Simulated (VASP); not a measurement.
# CsBa3 (Fm-3m) in VASP: further runs, part 2 of 2

VASP 6.6.1. The steps go on from the part before.

**3. Single point, revPBE**

The input, INCAR:

```
SYSTEM = CsBa3
PREC = Accurate
ENCUT = 520
EDIFF = 1E-6
ISMEAR = -1
SIGMA = 0.15
LREAL = .FALSE.
LASPH = .TRUE.
NELM = 60
ALGO = Normal
ISIF = 2
LWAVE = .FALSE.
LCHARG = .FALSE.
GGA = RE
NBANDS = 28
```

The input, KPOINTS:

```
Automatic mesh
0
G
  4 4 4
  0 0 0
```

The input, POSCAR:

```
CsBa3
1.0
    0.0000000000      5.2212840000      5.2212840000
    5.2212840000      0.0000000000      5.2212840000
    5.2212840000      5.2212840000      0.0000000000
Cs Ba
1 3
Direct
    0.0000000000      0.0000000000      0.0000000000
    0.2500000000      0.2500000000      0.2500000000
    0.7500000000      0.7500000000      0.7500000000
    0.5000000000      0.5000000000      0.5000000000
```

Potentials or basis: VASP PAW PBE potentials, release 64 (Cs_sv, Ba_sv).

On the command line:

```console
cat potpaw_PBE.64/Cs_sv/POTCAR potpaw_PBE.64/Ba_sv/POTCAR > POTCAR
mpirun -np 1 vasp_std > vasp.out
```

OUTCAR:

```text
SYSTEM = CsBa3
   PREC = Accurate
   ENCUT = 520
   EDIFF = 1E-6
   ISMEAR = -1
   LREAL = .FALSE.
   LASPH = .TRUE.
   NELM = 60
   ISIF = 2
   GGA = RE

 ion  position               nearest neighbor table
   1  0.000  0.000  0.000-
   2  0.250  0.250  0.250-   4 4.52   4 4.52   4 4.52   4 4.52
   3  0.750  0.750  0.750-   4 4.52   4 4.52   4 4.52   4 4.52
   4  0.500  0.500  0.500-   2 4.52   2 4.52   2 4.52   3 4.52   3 4.52   3 4.52   3 4.52   2 4.52

  LATTYP: Found a face centered cubic cell.
 ALAT       =    10.4425680000

  Lattice vectors:

 A1 = (   0.0000000000,   5.2212840000,   5.2212840000)
 A2 = (   5.2212840000,   0.0000000000,   5.2212840000)
 A3 = (   5.2212840000,   5.2212840000,   0.0000000000)

Analysis of symmetry for initial positions (statically):
=====================================================================
 Subroutine PRICEL returns:
 Original cell was already a primitive cell.

 Routine SETGRP: Setting up the symmetry group for a
 face centered cubic supercell.

 Subroutine GETGRP returns: Found 48 space group operations
 (whereof 48 operations were pure point group operations)
 out of a pool of 48 trial point group operations.

The static configuration has the point symmetry O_h .

Analysis of symmetry for dynamics (positions and initial velocities):
=====================================================================
 Subroutine PRICEL returns:
 Original cell was already a primitive cell.

 Routine SETGRP: Setting up the symmetry group for a
 face centered cubic supercell.

 Subroutine GETGRP returns: Found 48 space group operations
 (whereof 48 operations were pure point group operations)
 out of a pool of 48 trial point group operations.

The dynamic configuration has the point symmetry O_h .

[... 100 lines left out ...]
   ISMEAR =    -1;   SIGMA  =   0.15  broadening in eV -4-tet -1-fermi 0-gaus
   EFERMI_NEDOS =   21; number of points for ismear=-14 and -15
   IALGO  =     38    algorithm
   IMIX   =      4    mixing-type and parameters
     AMIX     =   0.40;   BMIX     =  1.00
     AMIX_MAG =   1.60;   BMIX_MAG =  1.00
  volume/ion in A,a.u.               =      71.17       480.28
  Fermi-wavevector in a.u.,A,eV,Ry     =   0.843935  1.594806  9.690429  0.712226
  Thomas-Fermi vector in A             =   1.958883
   LORBIT       =      0    0 simple, 1 ext, 2 COOP (PROOUT), +10 PAW based schemes
   GGA     = RE    functional components
   LHFCALC =     F    Hartree Fock is set to
   AEXX    =    0.0000 exact exchange contribution
   IVDW    =     0    specifies the selected vdW correction
   LEPSILON=     F    determine dielectric tensor
   LRPA    =     F    only Hartree local field effects (RPA)
 non-spin polarized calculation
  energy-cutoff  :      520.00
  volume of cell :      284.68
 maximum number of plane-waves:      7727
 NGX is ok and might be reduce to    56
   NGX = 27   NGY = 27   NGZ = 27

 number of electron      39.0000000 magnetization

 Free energy of the ion-electron system (eV)
  ---------------------------------------------------
  ext. energy  EPLUGINS =         0.00000000
  ---------------------------------------------------
  free energy    TOTEN  =        -5.48003276 eV

  energy without entropy =       -4.97036324  energy(sigma->0) =       -5.22519800

 E-fermi :   1.4526     XC(G=0):  -6.8812

 val. band max:        1.4502263733   @ k =   0.2500   0.2500   0.0000
 cond. band min:       1.4656839081   @ k =   0.2500   0.0000   0.0000
 fundamental gap:      0.0154575348
 Fermi energy:         1.4526446870

 k-point     1 :       0.0000    0.0000    0.0000
  band No.  band energies     occupation
      1     -27.8557      2.00000
      2     -27.8496      2.00000
      3     -27.7001      2.00000
      4     -21.4489      2.00000
      5     -13.0362      2.00000
      6     -13.0362      2.00000
[... 237 lines left out ...]
     27       2.6682      0.00060
     28       3.0632      0.00004

------------------------ aborting loop because EDIFF is reached ----------------------------------------

  FORCE on cell =-STRESS in cart. coord.  units (eV):
  Direction    XX          YY          ZZ          XY          YZ          ZX
  --------------------------------------------------------------------------------------
  -------------------------------------------------------------------------------------
  Total        0.9290902      0.9290902      0.9290902      0.0000000     -0.0000000      0.0000000
  in kB        5.2288537      5.2288537      5.2288537      0.0000000     -0.0000000      0.0000000
  external PRESSURE =       5.2288537 kB  Pullay stress =       0.0000000 kB

 VOLUME and BASIS-vectors are now :
 -----------------------------------------------------------------------------
  energy-cutoff  :      520.00
  volume of cell :      284.68
      direct lattice vectors                 reciprocal lattice vectors
     0.000000000  5.221284000  5.221284000    -0.095761885  0.095761885  0.095761885
     5.221284000  0.000000000  5.221284000     0.095761885 -0.095761885  0.095761885
     5.221284000  5.221284000  0.000000000     0.095761885  0.095761885 -0.095761885

 POSITION                                       TOTAL-FORCE (eV/Angst)
 -----------------------------------------------------------------------------------
      0.00000      0.00000      0.00000        -0.000000      0.000000      0.000000
      2.61064      2.61064      2.61064        -0.000000     -0.000000     -0.000000
      7.83193      7.83193      7.83193         0.000000      0.000000      0.000000
      5.22128      5.22128      5.22128        -0.000000      0.000000      0.000000
 -----------------------------------------------------------------------------------
    total drift:                               -0.000000      0.000000      0.000000

  FREE ENERGIE OF THE ION-ELECTRON SYSTEM (eV)
  ---------------------------------------------------
  free  energy   TOTEN  =        -5.4800327631 eV

  energy  without entropy=       -4.9703632432  energy(sigma->0) =       -5.22519800
```

OSZICAR:

```text
N       E                     dE             d eps       ncg     rms          rms(c)
DAV:   1     0.317778737147E+03    0.31778E+03   -0.15195E+04   448   0.111E+03
DAV:   2     0.245796589959E+02   -0.29320E+03   -0.28726E+03   692   0.223E+02
DAV:   3    -0.454792515762E+01   -0.29128E+02   -0.28793E+02   640   0.714E+01
DAV:   4    -0.548102216121E+01   -0.93310E+00   -0.92780E+00   628   0.108E+01
DAV:   5    -0.550177748004E+01   -0.20755E-01   -0.20703E-01   620   0.172E+00    0.246E+00
DAV:   6    -0.548005463967E+01    0.21723E-01   -0.58039E-02   576   0.101E+00    0.146E+00
DAV:   7    -0.547895910748E+01    0.10955E-02   -0.91318E-02   560   0.137E+00    0.166E-01
DAV:   8    -0.547992549720E+01   -0.96639E-03   -0.54138E-03   576   0.388E-01    0.523E-02
DAV:   9    -0.547997982214E+01   -0.54325E-04   -0.22118E-04   696   0.610E-02    0.221E-02
DAV:  10    -0.548003183107E+01   -0.52009E-04   -0.95699E-05   572   0.520E-02    0.393E-03
DAV:  11    -0.548003276315E+01   -0.93208E-06   -0.65877E-06   584   0.110E-02
   1 F= -.54800328E+01 E0= -.52251980E+01  d E =-.509670E+00
```

stdout:

```text
POSCAR found type information on POSCAR CsBa
 POSCAR found :  2 types and       4 ions
 scaLAPACK will be used
 -----------------------------------------------------------------------------
|                                                                             |
|                                                                             |
|     You enforced a specific xc type in the INCAR file but a different       |
|     I HOPE YOU KNOW WHAT YOU ARE DOING!                                     |
|                                                                             |
 -----------------------------------------------------------------------------

 LDA part: xc-table for (Slater+PW92), standard interpolation
 POSCAR, INCAR and KPOINTS ok, starting setup
 FFT: planning ... GRIDC
 FFT: planning ... GRID_SOFT
 FFT: planning ... GRID
 WAVECAR not read
 entering main loop
```

Run time: 30 s. Hardware: 1 thread of Intel Xeon 6975P-C (Granite Rapids), shared host; peak memory 0.42 GiB.

What came out:

| Quantity | Value |
| --- | --- |
| Free energy | -5.4800 eV |
| Pressure | 0.5 GPa |

Caveat: the PAW data sets were made with another functional, which shifts forces and pressure a little; spin-orbit coupling is left out, which moves the levels of the heavy elements.

**4. Single point, BLYP**

The input, INCAR:

```
SYSTEM = CsBa3
AGGAC = 1.0 ; AGGAX = 1.0
ALDAC = 0.0 ; ALDAX = 1.0
ALGO = Normal ; EDIFF = 1E-7
ENCUT = 520 ; GGA = B5
ISIF = 2 ; ISMEAR = -1
LASPH = .True. ; LCHARG = .False.
LREAL = .False. ; LWAVE = .False.
NBANDS = 28 ; NELM = 100
PREC = Accurate ; SIGMA = 0.15
```

The input, KPOINTS:

```
k-points
0
Gamma
  4 4 4
  0 0 0
```

POSCAR is that of step 3.

Potentials or basis: VASP PAW PBE potentials, release 64 (Cs_sv, Ba_sv).

On the command line:

```console
cat potpaw_PBE.64/Cs_sv/POTCAR potpaw_PBE.64/Ba_sv/POTCAR > POTCAR
mpirun -np 1 vasp_std > vasp.out
```

OUTCAR:

```text
SYSTEM = CsBa3
   EDIFF = 1E-7
   ENCUT = 520
   GGA = B5
   ISIF = 2
   ISMEAR = -1
   LASPH = .True.
   LREAL = .False.
   NELM = 100
   PREC = Accurate

 ion  position               nearest neighbor table
   1  0.000  0.000  0.000-
   2  0.250  0.250  0.250-   4 4.52   4 4.52   4 4.52   4 4.52
   3  0.750  0.750  0.750-   4 4.52   4 4.52   4 4.52   4 4.52
   4  0.500  0.500  0.500-   2 4.52   2 4.52   2 4.52   3 4.52   3 4.52   3 4.52   3 4.52   2 4.52

  LATTYP: Found a face centered cubic cell.
 ALAT       =    10.4425680000

  Lattice vectors:

 A1 = (   0.0000000000,   5.2212840000,   5.2212840000)
 A2 = (   5.2212840000,   0.0000000000,   5.2212840000)
 A3 = (   5.2212840000,   5.2212840000,   0.0000000000)

Analysis of symmetry for initial positions (statically):
=====================================================================
 Subroutine PRICEL returns:
 Original cell was already a primitive cell.

 Routine SETGRP: Setting up the symmetry group for a
 face centered cubic supercell.

 Subroutine GETGRP returns: Found 48 space group operations
 (whereof 48 operations were pure point group operations)
 out of a pool of 48 trial point group operations.

The static configuration has the point symmetry O_h .

Analysis of symmetry for dynamics (positions and initial velocities):
=====================================================================
 Subroutine PRICEL returns:
 Original cell was already a primitive cell.

 Routine SETGRP: Setting up the symmetry group for a
 face centered cubic supercell.

 Subroutine GETGRP returns: Found 48 space group operations
 (whereof 48 operations were pure point group operations)
 out of a pool of 48 trial point group operations.

The dynamic configuration has the point symmetry O_h .

 Subroutine INISYM returns: Found 48 space group operations
 (whereof 48 operations are pure point group operations),
 and found     1 'primitive' translations

----------------------------------------------------------------------------------------

                                     Primitive cell

  volume of cell :     284.6833

  direct lattice vectors                    reciprocal lattice vectors
     0.000000000  5.221284000  5.221284000    -0.095761885  0.095761885  0.095761885
     5.221284000  0.000000000  5.221284000     0.095761885 -0.095761885  0.095761885
     5.221284000  5.221284000  0.000000000     0.095761885  0.095761885 -0.095761885

  length of vectors
     7.384010646  7.384010646  7.384010646     0.165864451  0.165864451  0.165864451

  position of ions in fractional coordinates (direct lattice)
     0.000000000  0.000000000  0.000000000
     0.250000000  0.250000000  0.250000000
     0.750000000  0.750000000  0.750000000
     0.500000000  0.500000000  0.500000000

  ion indices of the primitive-cell ions
   primitive index   ion index
                 1           1
                 2           2
                 3           3
                 4           4

----------------------------------------------------------------------------------------

 KPOINTS: k-points

Automatic generation of k-mesh.
 Grid dimensions read from file:
 generate k-points for:    4    4    4

 Generating k-lattice:

  Cartesian coordinates                     Fractional coordinates (reciprocal lattice)
    -0.023940471  0.023940471  0.023940471     0.250000000  0.000000000  0.000000000
     0.023940471 -0.023940471  0.023940471     0.000000000  0.250000000  0.000000000
     0.023940471  0.023940471 -0.023940471     0.000000000  0.000000000  0.250000000

  Length of vectors
     0.041466113  0.041466113  0.041466113

  Shift w.r.t. Gamma in fractional coordinates (k-lattice)
     0.000000000  0.000000000  0.000000000

 Subroutine IBZKPT returns following result:
 ===========================================

 Found      8 irreducible k-points:

 Following reciprocal coordinates:
            Coordinates               Weight
  0.000000  0.000000  0.000000      1.000000
  0.250000  0.000000  0.000000      8.000000
  0.500000  0.000000  0.000000      4.000000
  0.250000  0.250000  0.000000      6.000000
  0.500000  0.250000  0.000000     24.000000
 -0.250000  0.250000  0.000000     12.000000
  0.500000  0.500000  0.000000      3.000000
 -0.250000  0.500000  0.250000      6.000000
   k-points           NKPTS =      8   k-points in BZ     NKDIM =      8   number of bands    NBANDS=     28
   number of dos      NEDOS =    301   number of ions     NIONS =      4
   total plane-waves  NPLWV = 175616
   dimension x,y,z NGX =    56 NGY =   56 NGZ =   56
   dimension x,y,z NGXF=   112 NGYF=  112 NGZF=  112
   ions per type =               1   3
   NGX,Y,Z   is equivalent  to a cutoff of  12.61, 12.61, 12.61 a.u.
   NGXF,Y,Z  is equivalent  to a cutoff of  25.22, 25.22, 25.22 a.u.
 SYSTEM =  CsBa3
   PREC   = accura    normal or accurate (medium, high low for compatibility)
   ISTART =      0    job   : 0-new  1-cont  2-samecut
   ICHARG =      2    charge: 1-file 2-atom 10-const
   ISPIN  =      1    spin polarized calculation?
   LNONCOLLINEAR =      F non collinear calculations
   LSORBIT =      F    spin-orbit coupling
   LASPH  =      T    aspherical Exc in radial PAW
   ENCUT  =  520.0 eV  38.22 Ry    6.18 a.u.  13.73 13.73 13.73*2*pi/ulx,y,z
   NELM   =    100;   NELMIN=  2; NELMDL= -5     # of ELM steps
   EDIFF  = 0.1E-06   stopping-criterion for ELM
   LREAL  =      F    real-space projection
   EDIFFG = 0.1E-05   stopping-criterion for IOM
   NSW    =      0    number of steps for IOM
   IBRION =     -1    ionic relax: 0-MD 1-quasi-New 2-CG
   NFREE  =      0    steps in history (QN), initial steepest desc. (CG)
   ISIF   =      2    stress and relaxation
   ISYM   =      2    0-nonsym 1-usesym 2-fastsym
   POTIM  = 0.5000    time-step for ionic-motion
   TEBEG  =    0.0;   TEEND  =   0.0 temperature during run
   PSTRESS=    0.0 pullay stress
   NELECT =      39.0000    total number of electrons
   NUPDOWN=      -1.0000    fix difference up-down
   EMIN   =  10.00;   EMAX   =-10.00  energy-range for DOS
   EFERMI =   0.00;   METHOD = LEGACY
   ISMEAR =    -1;   SIGMA  =   0.15  broadening in eV -4-tet -1-fermi 0-gaus
   EFERMI_NEDOS =   21; number of points for ismear=-14 and -15
   IALGO  =     38    algorithm
   IMIX   =      4    mixing-type and parameters
     AMIX     =   0.40;   BMIX     =  1.00
     AMIX_MAG =   1.60;   BMIX_MAG =  1.00
  volume/ion in A,a.u.               =      71.17       480.28
  Fermi-wavevector in a.u.,A,eV,Ry     =   0.843935  1.594806  9.690429  0.712226
  Thomas-Fermi vector in A             =   1.958883
   LORBIT       =      0    0 simple, 1 ext, 2 COOP (PROOUT), +10 PAW based schemes
   GGA     = B5    functional components
   LHFCALC =     F    Hartree Fock is set to
   AEXX    =    0.0000 exact exchange contribution
   IVDW    =     0    specifies the selected vdW correction
   LEPSILON=     F    determine dielectric tensor
   LRPA    =     F    only Hartree local field effects (RPA)
 non-spin polarized calculation
  energy-cutoff  :      520.00
  volume of cell :      284.68
 maximum number of plane-waves:      7727
 NGX is ok and might be reduce to    56
   NGX = 27   NGY = 27   NGZ = 27

 number of electron      39.0000000 magnetization

 Free energy of the ion-electron system (eV)
  ---------------------------------------------------
  ext. energy  EPLUGINS =         0.00000000
  ---------------------------------------------------
  free energy    TOTEN  =        -3.91932043 eV

  energy without entropy =       -3.39093873  energy(sigma->0) =       -3.65512958

 E-fermi :   1.8448     XC(G=0):  -6.5011

 val. band max:        1.8250692413   @ k =  -0.2500   0.2500   0.0000
 cond. band min:       1.9033809919   @ k =   0.2500   0.0000   0.0000
 fundamental gap:      0.0783117506
 Fermi energy:         1.8447914001

 k-point     1 :       0.0000    0.0000    0.0000
  band No.  band energies     occupation
      1     -27.4509      2.00000
      2     -27.4447      2.00000
      3     -27.2949      2.00000
      4     -21.2421      2.00000
      5     -12.6855      2.00000
      6     -12.6855      2.00000
[... 20 lines left out ...]
     27       3.7066      0.00001
[... 195 lines left out ...]
      6     -12.7002      2.00000
[... 20 lines left out ...]
     27       2.9592      0.00119
     28       3.3323      0.00010

------------------------ aborting loop because EDIFF is reached ----------------------------------------

  FORCE on cell =-STRESS in cart. coord.  units (eV):
  Direction    XX          YY          ZZ          XY          YZ          ZX
  --------------------------------------------------------------------------------------
  -------------------------------------------------------------------------------------
  Total        0.8034518      0.8034518      0.8034518      0.0000000     -0.0000000      0.0000000
  in kB        4.5217699      4.5217699      4.5217699      0.0000000     -0.0000000      0.0000000
  external PRESSURE =       4.5217699 kB  Pullay stress =       0.0000000 kB

 VOLUME and BASIS-vectors are now :
 -----------------------------------------------------------------------------
  energy-cutoff  :      520.00
  volume of cell :      284.68
      direct lattice vectors                 reciprocal lattice vectors
     0.000000000  5.221284000  5.221284000    -0.095761885  0.095761885  0.095761885
     5.221284000  0.000000000  5.221284000     0.095761885 -0.095761885  0.095761885
     5.221284000  5.221284000  0.000000000     0.095761885  0.095761885 -0.095761885

 POSITION                                       TOTAL-FORCE (eV/Angst)
 -----------------------------------------------------------------------------------
      0.00000      0.00000      0.00000        -0.000000     -0.000000     -0.000000
      2.61064      2.61064      2.61064        -0.000000     -0.000000      0.000000
      7.83193      7.83193      7.83193         0.000000      0.000000      0.000000
      5.22128      5.22128      5.22128        -0.000000     -0.000000     -0.000000
 -----------------------------------------------------------------------------------
    total drift:                               -0.000000      0.000000      0.000000

  FREE ENERGIE OF THE ION-ELECTRON SYSTEM (eV)
  ---------------------------------------------------
  free  energy   TOTEN  =        -3.9193204319 eV

  energy  without entropy=       -3.3909387298  energy(sigma->0) =       -3.65512958
```

Wall time 64 s (1 thread of Intel Xeon 6975P-C (Granite Rapids), shared host); peak memory 0.43 GiB.

What came out:

```
Free energy : -3.9193 eV
Pressure    : 0.5 GPa
```

Caveat: the PAW data sets were made with another functional, which shifts forces and pressure a little; spin-orbit coupling is left out, which moves the levels of the heavy elements.

**5. Overview**

| level | gap on the mesh (eV) | pressure (GPa) |
| --- | --- | --- |
| PBEsol | none | -0.4 |
| revPBE | none | 0.5 |
| BLYP | none | 0.5 |

Alike in all rows: task single point; potentials or basis VASP PAW PBE potentials, release 64 (Cs_sv, Ba_sv); no spin polarisation; cell as given; k mesh 4 × 4 × 4; cutoff (eV) 520; smearing fermi-dirac 0.15 eV.

Every run on the cell as given and a fine mesh finds a metal. The pressure there spans -0.4 GPa (PBEsol) to 0.5 GPa (revPBE); a positive pressure means that this level wants a larger cell, a negative one a smaller.

Caveats: the PAW data sets were made with another functional, which shifts forces and pressure a little; spin-orbit coupling is left out, which moves the levels of the heavy elements.

Total energies depend on the potentials used, so only differences within one code and one set of settings carry meaning.
